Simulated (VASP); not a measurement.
# Ti (P6_3/mmc) in VASP: a series of runs

Runs on Ti. Level: PBE. Tasks: single point, relaxation of cell and atoms.

Program: VASP 6.6.1. These are calculated values, not measurements. Logs are shortened: lines on timing, memory, paths and dates and some standing lists are left out, and cuts for length are marked.

### 1 The cell of the first run

The structure is hexagonal, space group P6_3/mmc (No. 194). Conventional cell: a = 2.800 Å, b = 2.800 Å, c = 4.451 Å, α = 90.00°, β = 90.00°, γ = 120.00°. Ti (site symmetry -6m2) has 12 Ti at 2.75 to 2.80 Å within 3.6 Å.

### 2 Single point, PBE

INCAR reads:

```
PREC     = Accurate       # precision mode
ENCUT    = 520            # plane-wave cutoff, eV
EDIFF    = 1E-7           # SCF threshold, eV
ISMEAR   = 1              # smearing method
SIGMA    = 0.1            # smearing width, eV
LREAL    = False          # projectors in reciprocal space
LASPH    = True           # aspherical terms in the spheres
NELM     = 60             # most SCF steps
ALGO     = Normal         # electronic algorithm
ISIF     = 2              # what is computed and relaxed
LWAVE    = False          # write WAVECAR
LCHARG   = False          # write CHGCAR
GGA      = PE             # functional
NBANDS   = 19             # bands
```

KPOINTS reads:

```
Automatic mesh
0
Gamma
  11 11 6
```

POSCAR reads:

```
Ti
1.0
    2.7996695198      0.0000000000      0.0000000000
   -1.3998347599      2.4245849264      0.0000000000
    0.0000000000      0.0000000000      4.4509402687
Ti
2
Direct
    0.3333333333      0.6666666667      0.2500000000
    0.6666666667      0.3333333333      0.7500000000
```

Potentials or basis: VASP PAW PBE potentials, release 64 (Ti_sv).

On the command line:

```console
$ cat potpaw_PBE.64/Ti_sv/POTCAR > POTCAR
$ mpirun -np 1 vasp_std > vasp.out
```

OUTCAR:

```text
PREC = Accurate
   ENCUT = 520
   EDIFF = 1E-7
   ISMEAR = 1
   LREAL = False
   LASPH = True
   NELM = 60
   ISIF = 2
   GGA = PE

 ion  position               nearest neighbor table
   1  0.333  0.667  0.250-   2 2.75   2 2.75   2 2.75   2 2.75   2 2.75   2 2.75
   2  0.667  0.333  0.750-   1 2.75   1 2.75   1 2.75   1 2.75   1 2.75   1 2.75

  LATTYP: Found a hexagonal cell.
 ALAT       =     2.7996695198
 C/A-ratio  =     1.5898091676

  Lattice vectors:

 A1 = (   2.7996695198,   0.0000000000,   0.0000000000)
 A2 = (  -1.3998347599,   2.4245849264,   0.0000000000)
 A3 = (   0.0000000000,   0.0000000000,   4.4509402687)

Analysis of symmetry for initial positions (statically):
=====================================================================
 Subroutine PRICEL returns:
 Original cell was already a primitive cell.

 Routine SETGRP: Setting up the symmetry group for a
 hexagonal supercell.

 Subroutine GETGRP returns: Found 24 space group operations
 (whereof 12 operations were pure point group operations)
 out of a pool of 24 trial point group operations.

The static configuration has the point symmetry D_3d.
 The point group associated with its full space group is D_6h.

Analysis of symmetry for dynamics (positions and initial velocities):
=====================================================================
 Subroutine PRICEL returns:
 Original cell was already a primitive cell.

 Routine SETGRP: Setting up the symmetry group for a
 hexagonal supercell.

 Subroutine GETGRP returns: Found 24 space group operations
 (whereof 12 operations were pure point group operations)
 out of a pool of 24 trial point group operations.

The dynamic configuration has the point symmetry D_3d.
 The point group associated with its full space group is D_6h.

 Subroutine INISYM returns: Found 24 space group operations
 (whereof 12 operations are pure point group operations),
 and found     1 'primitive' translations

----------------------------------------------------------------------------------------

                                     Primitive cell

  volume of cell :      30.2131

  direct lattice vectors                    reciprocal lattice vectors
     2.799669520  0.000000000  0.000000000     0.357185015  0.206220865  0.000000000
[... 75 lines left out ...]
   NGXF,Y,Z  is equivalent  to a cutoff of  28.50, 28.50, 26.89 a.u.
 SYSTEM =  unknown system
   PREC   = accura    normal or accurate (medium, high low for compatibility)
   ISTART =      0    job   : 0-new  1-cont  2-samecut
   ICHARG =      2    charge: 1-file 2-atom 10-const
   ISPIN  =      1    spin polarized calculation?
   LNONCOLLINEAR =      F non collinear calculations
   LSORBIT =      F    spin-orbit coupling
   LASPH  =      T    aspherical Exc in radial PAW
   ENCUT  =  520.0 eV  38.22 Ry    6.18 a.u.   5.21  5.21  8.28*2*pi/ulx,y,z
   NELM   =     60;   NELMIN=  2; NELMDL= -5     # of ELM steps
   EDIFF  = 0.1E-06   stopping-criterion for ELM
   LREAL  =      F    real-space projection
   EDIFFG = 0.1E-05   stopping-criterion for IOM
   NSW    =      0    number of steps for IOM
   IBRION =     -1    ionic relax: 0-MD 1-quasi-New 2-CG
   NFREE  =      0    steps in history (QN), initial steepest desc. (CG)
   ISIF   =      2    stress and relaxation
   ISYM   =      2    0-nonsym 1-usesym 2-fastsym
   POTIM  = 0.5000    time-step for ionic-motion
   TEBEG  =    0.0;   TEEND  =   0.0 temperature during run
   PSTRESS=    0.0 pullay stress
   NELECT =      24.0000    total number of electrons
   NUPDOWN=      -1.0000    fix difference up-down
   EMIN   =  10.00;   EMAX   =-10.00  energy-range for DOS
   EFERMI =   0.00;   METHOD = LEGACY
   ISMEAR =     1;   SIGMA  =   0.10  broadening in eV -4-tet -1-fermi 0-gaus
   EFERMI_NEDOS =   21; number of points for ismear=-14 and -15
   IALGO  =     38    algorithm
   IMIX   =      4    mixing-type and parameters
     AMIX     =   0.40;   BMIX     =  1.00
     AMIX_MAG =   1.60;   BMIX_MAG =  1.00
  volume/ion in A,a.u.               =      15.11       101.94
  Fermi-wavevector in a.u.,A,eV,Ry     =   1.516165  2.865137 31.276497  2.298758
  Thomas-Fermi vector in A             =   2.625592
   LORBIT       =      0    0 simple, 1 ext, 2 COOP (PROOUT), +10 PAW based schemes
   GGA     = PE    functional components
   LHFCALC =     F    Hartree Fock is set to
   AEXX    =    0.0000 exact exchange contribution
   IVDW    =     0    specifies the selected vdW correction
   LEPSILON=     F    determine dielectric tensor
   LRPA    =     F    only Hartree local field effects (RPA)
 non-spin polarized calculation
 Methfessel and Paxton  Order N= 1 SIGMA  =   0.10
  energy-cutoff  :      520.00
  volume of cell :       30.21
 maximum number of plane-waves:       829
 NGX is ok and might be reduce to    24
   NGX = 11   NGY = 11   NGZ = 17

 number of electron      23.9999993 magnetization

 Free energy of the ion-electron system (eV)
  ---------------------------------------------------
  ext. energy  EPLUGINS =         0.00000000
  ---------------------------------------------------
  free energy    TOTEN  =       -15.42284006 eV

  energy without entropy =      -15.42496383  energy(sigma->0) =      -15.42354798

 E-fermi :   9.9213     XC(G=0): -12.1710

 val. band max:        9.8941436975   @ k =   0.0909   0.0909   0.1667
 cond. band min:       9.9504307345   @ k =   0.3636   0.2727   0.3333
 fundamental gap:      0.0562870371
 Fermi energy:         9.9213167288

 k-point     1 :       0.0000    0.0000    0.0000
  band No.  band energies     occupation
      1     -46.7469      2.00000
      2     -46.5120      2.00000
      3     -23.5192      2.00000
      4     -22.5341      2.00000
      5     -22.5341      2.00000
      6     -22.4266      2.00000
[... 505 lines left out ...]
      6     -22.6331      2.00000
[... 11 lines left out ...]
     18      12.5962      0.00000
     19      13.8512      0.00000

 [... further k-points ...]
[... 5 lines left out ...]
  --------------------------------------------------------------------------------------
  -------------------------------------------------------------------------------------
  Total        3.6756154      3.6756154      3.6325298      0.0000000      0.0000000      0.0000000
  in kB      194.9147542    194.9147542    192.6299576      0.0000000      0.0000000      0.0000000
  external PRESSURE =     194.1531553 kB  Pullay stress =       0.0000000 kB

 VOLUME and BASIS-vectors are now :
 -----------------------------------------------------------------------------
  energy-cutoff  :      520.00
  volume of cell :       30.21
      direct lattice vectors                 reciprocal lattice vectors
     2.799669520  0.000000000  0.000000000     0.357185015  0.206220865  0.000000000
    -1.399834760  2.424584926  0.000000000     0.000000000  0.412441729  0.000000000
     0.000000000  0.000000000  4.450940269     0.000000000  0.000000000  0.224671629

 POSITION                                       TOTAL-FORCE (eV/Angst)
 -----------------------------------------------------------------------------------
     -0.00000      1.61639      1.11274        -0.000000      0.000000      0.000000
      1.39983      0.80819      3.33821         0.000000     -0.000000      0.000000
 -----------------------------------------------------------------------------------
    total drift:                               -0.000000      0.000000     -0.000000

  FREE ENERGIE OF THE ION-ELECTRON SYSTEM (eV)
  ---------------------------------------------------
  free  energy   TOTEN  =       -15.4228400602 eV

  energy  without entropy=      -15.4249638270  energy(sigma->0) =      -15.42354798
```

stdout:

```text
POSCAR found type information on POSCAR Ti
 POSCAR found :  1 types and       2 ions
 scaLAPACK will be used
 LDA part: xc-table for (Slater+PW92), standard interpolation
 POSCAR, INCAR and KPOINTS ok, starting setup
 FFT: planning ... GRIDC
 FFT: planning ... GRID_SOFT
 FFT: planning ... GRID
 WAVECAR not read
 entering main loop
```

It took 16 s on 1 thread of Intel Xeon 6975P-C (Granite Rapids), shared host; peak memory 0.16 GiB.

What came out:

* Free energy: -15.4228 eV
* Pressure: 19.4 GPa
* Band gap on the k mesh: zero (bands 12 and 13 overlap by 1.00 eV)

Levels at points of the mesh, in eV from the Fermi level:
```csv
k point,band 10,band 11,band 12,band 13,band 14,band 15
"(0.00, 0.00, 0.00)",-3.08,0.83,0.83,0.94,1.17,1.43
"(0.00, 0.00, 0.50)",-4.49,0.04,0.04,0.72,0.72,0.72
```

Caveat: the cell stands under pressure.

### 3 Single point, PBE

This run uses another cell than the first one, of 16.07 Å³/atom.

INCAR reads:

```
SYSTEM = Ti
ALGO = Normal ; EDIFF = 1E-7
ENCUT = 520 ; GGA = PE
ISIF = 2 ; ISMEAR = 1
LASPH = .TRUE. ; LCHARG = .FALSE.
LREAL = .FALSE. ; LWAVE = .FALSE.
NBANDS = 19 ; NELM = 60
PREC = Accurate ; SIGMA = 0.1
```

KPOINTS reads:

```
k-points
0
G
  11 11 6
  0 0 0
```

POSCAR reads:

```
Ti
1.0
    2.8598947332      0.0000000000      0.0000000000
   -1.4299473666      2.4767414911      0.0000000000
    0.0000000000      0.0000000000      4.5385779653
Ti
2
Direct
    0.3333333333      0.6666666667      0.2500000000
    0.6666666667      0.3333333333      0.7500000000
```

Potentials or basis: VASP PAW PBE potentials, release 64 (Ti_sv).

On the command line:

```console
$ cat potpaw_PBE.64/Ti_sv/POTCAR > POTCAR
$ mpirun -np 1 vasp_std > vasp.out
```

OUTCAR:

```text
SYSTEM = Ti
   EDIFF = 1E-7
   ENCUT = 520
   GGA = PE
   ISIF = 2
   ISMEAR = 1
   LASPH = .TRUE.
   LREAL = .FALSE.
   NELM = 60
   PREC = Accurate

 ion  position               nearest neighbor table
   1  0.333  0.667  0.250-   2 2.81   2 2.81   2 2.81   2 2.81   2 2.81   2 2.81
   2  0.667  0.333  0.750-   1 2.81   1 2.81   1 2.81   1 2.81   1 2.81   1 2.81

  LATTYP: Found a hexagonal cell.
 ALAT       =     2.8598947332
 C/A-ratio  =     1.5869737835

  Lattice vectors:

 A1 = (   2.8598947332,   0.0000000000,   0.0000000000)
 A2 = (  -1.4299473666,   2.4767414911,   0.0000000000)
 A3 = (   0.0000000000,   0.0000000000,   4.5385779653)

Analysis of symmetry for initial positions (statically):
=====================================================================
 Subroutine PRICEL returns:
 Original cell was already a primitive cell.

 Routine SETGRP: Setting up the symmetry group for a
 hexagonal supercell.

 Subroutine GETGRP returns: Found 24 space group operations
 (whereof 12 operations were pure point group operations)
 out of a pool of 24 trial point group operations.

[... 156 lines left out ...]

 Free energy of the ion-electron system (eV)
  ---------------------------------------------------
  ext. energy  EPLUGINS =         0.00000000
  ---------------------------------------------------
  free energy    TOTEN  =       -15.59608881 eV

  energy without entropy =      -15.59737027  energy(sigma->0) =      -15.59651596

 E-fermi :   9.2082     XC(G=0): -11.8668

 val. band max:        9.1983640951   @ k =   0.1818   0.0000   0.3333
 cond. band min:       9.2159497741   @ k =   0.0909   0.0909   0.1667
 fundamental gap:      0.0175856791
 Fermi energy:         9.2082109009

 k-point     1 :       0.0000    0.0000    0.0000
  band No.  band energies     occupation
      1     -47.5487      2.00000
      2     -47.3634      2.00000
      3     -24.2338      2.00000
      4     -23.4154      2.00000
      5     -23.4154      2.00000
      6     -23.3302      2.00000
[... 505 lines left out ...]
      6     -23.4970      2.00000
[... 11 lines left out ...]
     18      11.7012      0.00000
     19      12.8557      0.00000

 [... further k-points ...]
[... 5 lines left out ...]
  --------------------------------------------------------------------------------------
  -------------------------------------------------------------------------------------
  Total        1.9353681      1.9353681      1.8851248     -0.0000000      0.0000000      0.0000000
  in kB       96.4547515     96.4547515     93.9507314     -0.0000000      0.0000000      0.0000000
  external PRESSURE =      95.6200781 kB  Pullay stress =       0.0000000 kB

 VOLUME and BASIS-vectors are now :
 -----------------------------------------------------------------------------
  energy-cutoff  :      520.00
  volume of cell :       32.15
      direct lattice vectors                 reciprocal lattice vectors
     2.859894733  0.000000000  0.000000000     0.349663220  0.201878154  0.000000000
    -1.429947367  2.476741491  0.000000000     0.000000000  0.403756308  0.000000000
     0.000000000  0.000000000  4.538577965     0.000000000  0.000000000  0.220333331

 POSITION                                       TOTAL-FORCE (eV/Angst)
 -----------------------------------------------------------------------------------
     -0.00000      1.65116      1.13464        -0.000000      0.000000      0.000000
      1.42995      0.82558      3.40393         0.000000     -0.000000      0.000000
 -----------------------------------------------------------------------------------
    total drift:                               -0.000000      0.000000     -0.000000

  FREE ENERGIE OF THE ION-ELECTRON SYSTEM (eV)
  ---------------------------------------------------
  free  energy   TOTEN  =       -15.5960888092 eV

  energy  without entropy=      -15.5973702662  energy(sigma->0) =      -15.59651596
```

stdout:

```text
POSCAR found type information on POSCAR Ti
 POSCAR found :  1 types and       2 ions
 scaLAPACK will be used
 LDA part: xc-table for (Slater+PW92), standard interpolation
 POSCAR, INCAR and KPOINTS ok, starting setup
 FFT: planning ... GRIDC
 FFT: planning ... GRID_SOFT
 FFT: planning ... GRID
 WAVECAR not read
 entering main loop
```

It took 16 s on 1 thread of Intel Xeon 6975P-C (Granite Rapids), shared host; peak memory 0.16 GiB.

What came out:

| Item | Value |
| --- | --- |
| Free energy | -15.5961 eV |
| Pressure | 9.6 GPa |
| Band gap on the k mesh | zero (bands 12 and 13 overlap by 1.01 eV) |

Caveat: the cell stands under pressure.

### 4 Single point, PBE

This run uses another cell than the first one, of 16.67 Å³/atom.

INCAR reads:

```
SYSTEM = Ti
PREC     = Accurate       ! precision mode
ENCUT    = 520            ! plane-wave cutoff, eV
EDIFF    = 1E-7           ! SCF threshold, eV
ISMEAR   = 1              ! smearing method
SIGMA    = 0.1            ! smearing width, eV
LREAL    = .FALSE.        ! projectors in reciprocal space
LASPH    = .TRUE.         ! aspherical terms in the spheres
NELM     = 60             ! most SCF steps
ALGO     = Normal         ! electronic algorithm
ISIF     = 2              ! what is computed and relaxed
LWAVE    = .FALSE.        ! write WAVECAR
LCHARG   = .FALSE.        ! write CHGCAR
GGA      = PE             ! functional
NBANDS   = 19             ! bands
```

KPOINTS reads:

```
Automatic mesh
0
G
  11 11 6
  0 0 0
```

POSCAR reads:

```
Ti
1.0
    2.8956175269      0.0000000000      0.0000000000
   -1.4478087634      2.5076783379      0.0000000000
    0.0000000000      0.0000000000      4.5925191546
Ti
2
Direct
    0.3333333333      0.6666666667      0.2500000000
    0.6666666667      0.3333333333      0.7500000000
```

Potentials or basis: VASP PAW PBE potentials, release 64 (Ti_sv).

On the command line:

```console
$ cat potpaw_PBE.64/Ti_sv/POTCAR > POTCAR
$ mpirun -np 1 vasp_std > vasp.out
```

OUTCAR:

```text
SYSTEM = Ti
   PREC = Accurate
   ENCUT = 520
   EDIFF = 1E-7
   ISMEAR = 1
   LREAL = .FALSE.
   LASPH = .TRUE.
   NELM = 60
   ISIF = 2
   GGA = PE

 ion  position               nearest neighbor table
   1  0.333  0.667  0.250-   2 2.84   2 2.84   2 2.84   2 2.84   2 2.84   2 2.84
   2  0.667  0.333  0.750-   1 2.84   1 2.84   1 2.84   1 2.84   1 2.84   1 2.84

  LATTYP: Found a hexagonal cell.
 ALAT       =     2.8956175269
 C/A-ratio  =     1.5860240905

  Lattice vectors:

 A1 = (   2.8956175269,   0.0000000000,   0.0000000000)
 A2 = (  -1.4478087634,   2.5076783379,   0.0000000000)
 A3 = (   0.0000000000,   0.0000000000,   4.5925191546)

Analysis of symmetry for initial positions (statically):
=====================================================================
 Subroutine PRICEL returns:
 Original cell was already a primitive cell.

 Routine SETGRP: Setting up the symmetry group for a
 hexagonal supercell.

 Subroutine GETGRP returns: Found 24 space group operations
 (whereof 12 operations were pure point group operations)
 out of a pool of 24 trial point group operations.

The static configuration has the point symmetry D_3d.
[... 161 lines left out ...]

  energy without entropy =      -15.64962910  energy(sigma->0) =      -15.64942556

 E-fermi :   8.7975     XC(G=0): -11.6907

 val. band max:        8.7951306638   @ k =   0.0000   0.0000   0.3333
 cond. band min:       8.8066688845   @ k =   0.1818   0.0000   0.3333
 fundamental gap:      0.0115382207
 Fermi energy:         8.7974558806

 k-point     1 :       0.0000    0.0000    0.0000
  band No.  band energies     occupation
      1     -48.0144      2.00000
      2     -47.8540      2.00000
      3     -24.6515      2.00000
      4     -23.9203      2.00000
      5     -23.9203      2.00000
      6     -23.8463      2.00000
[... 505 lines left out ...]
      6     -23.9930      2.00000
[... 11 lines left out ...]
     18      11.1890      0.00000
     19      12.2869      0.00000

 [... further k-points ...]

------------------------ aborting loop because EDIFF is reached ----------------------------------------

  FORCE on cell =-STRESS in cart. coord.  units (eV):
  Direction    XX          YY          ZZ          XY          YZ          ZX
  --------------------------------------------------------------------------------------
  -------------------------------------------------------------------------------------
  Total        0.9772577      0.9772577      0.9479959      0.0000000      0.0000000      0.0000000
  in kB       46.9521736     46.9521736     45.5462926      0.0000000      0.0000000      0.0000000
  external PRESSURE =      46.4835466 kB  Pullay stress =       0.0000000 kB

 VOLUME and BASIS-vectors are now :
 -----------------------------------------------------------------------------
  energy-cutoff  :      520.00
  volume of cell :       33.35
      direct lattice vectors                 reciprocal lattice vectors
     2.895617527  0.000000000  0.000000000     0.345349478  0.199387614  0.000000000
    -1.447808763  2.507678338  0.000000000     0.000000000  0.398775228  0.000000000
     0.000000000  0.000000000  4.592519155     0.000000000  0.000000000  0.217745417

 POSITION                                       TOTAL-FORCE (eV/Angst)
 -----------------------------------------------------------------------------------
     -0.00000      1.67179      1.14813         0.000000      0.000000      0.000000
      1.44781      0.83589      3.44439        -0.000000      0.000000      0.000000
 -----------------------------------------------------------------------------------
    total drift:                               -0.000000      0.000000     -0.000000

  FREE ENERGIE OF THE ION-ELECTRON SYSTEM (eV)
  ---------------------------------------------------
  free  energy   TOTEN  =       -15.6493237838 eV

  energy  without entropy=      -15.6496291013  energy(sigma->0) =      -15.64942556
```

stdout:

```text
POSCAR found type information on POSCAR Ti
 POSCAR found :  1 types and       2 ions
 scaLAPACK will be used
 LDA part: xc-table for (Slater+PW92), standard interpolation
 POSCAR, INCAR and KPOINTS ok, starting setup
 FFT: planning ... GRIDC
 FFT: planning ... GRID_SOFT
 FFT: planning ... GRID
 WAVECAR not read
 entering main loop
```

It took 15 s on 1 thread of Intel Xeon 6975P-C (Granite Rapids), shared host; peak memory 0.17 GiB.

Results:

```
Free energy            : -15.6493 eV
Pressure               : 4.6 GPa
Band gap on the k mesh : zero (bands 12 and 13 overlap by 1.01 eV)
```

Caveat: the cell stands under pressure.

(Part 1 of 2 ends here.)
